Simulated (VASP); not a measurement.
Write the native input for VASP 6.6.1 that does the following.

```
Task                   : single point
Functional             : PBEsol
Potentials or basis    : VASP PAW PBE potentials, release 64 (W_sv, Se)
Cutoff                 : 520 eV
k mesh                 : 12 × 12 × 2
Occupations            : gaussian, width 0.02 eV
Spin                   : no spin polarisation
Dipole correction      : no
Further INCAR settings : ALGO = Normal; EDIFF = 1e-07; NBANDS = 35
```

The structure of WSe2 lies in POSCAR:

```
WSe2
1.0
    3.2705206463      0.0000000000      0.0000000000
   -1.6352603231      2.8323539633      0.0000000000
    0.0000000000      0.0000000000     25.4239477549
W Se
2 4
Direct
    0.6666666667      0.3333333333      0.1300181609
    0.3333333333      0.6666666667      0.8699818391
    0.3333333333      0.6666666667      0.1957990067
    0.6666666667      0.3333333333      0.9358543189
    0.3333333333      0.6666666667      0.0641456811
    0.6666666667      0.3333333333      0.8042009933
```

The input as run:

INCAR

```
SYSTEM = WSe2
PREC     = Accurate       ! precision mode
ENCUT    = 520            ! plane-wave cutoff, eV
EDIFF    = 1E-7           ! SCF threshold, eV
ISMEAR   = 0              ! smearing method
SIGMA    = 0.02           ! smearing width, eV
LREAL    = .False.        ! projectors in reciprocal space
LASPH    = .True.         ! aspherical terms in the spheres
NELM     = 100            ! most SCF steps
ALGO     = Normal         ! electronic algorithm
ISIF     = 2              ! what is computed and relaxed
LWAVE    = .False.        ! write WAVECAR
LCHARG   = .False.        ! write CHGCAR
GGA      = PS             ! functional
NBANDS   = 35             ! bands
```

KPOINTS

```
regular mesh
0
Gamma
  12 12 2
  0 0 0
```

Potentials or basis: VASP PAW PBE potentials, release 64 (W_sv, Se).

Command:

```sh
$ cat potpaw_PBE.64/W_sv/POTCAR potpaw_PBE.64/Se/POTCAR > POTCAR
$ mpirun -np 1 vasp_std > vasp.out
```

Results of the run:

- Largest force: 0.061 eV/Å
- Band gap on the k mesh: 1.42 eV (least direct gap 1.64 eV)

Caveat: the PAW data sets were made with another functional, which shifts forces and pressure a little; spin-orbit coupling is left out, which moves the levels of the heavy elements.

Wall time 4.6 min on 1 thread of Intel(R) Xeon(R) 6975P-C (Granite Rapids), on a shared host, peak memory 0.47 GiB.
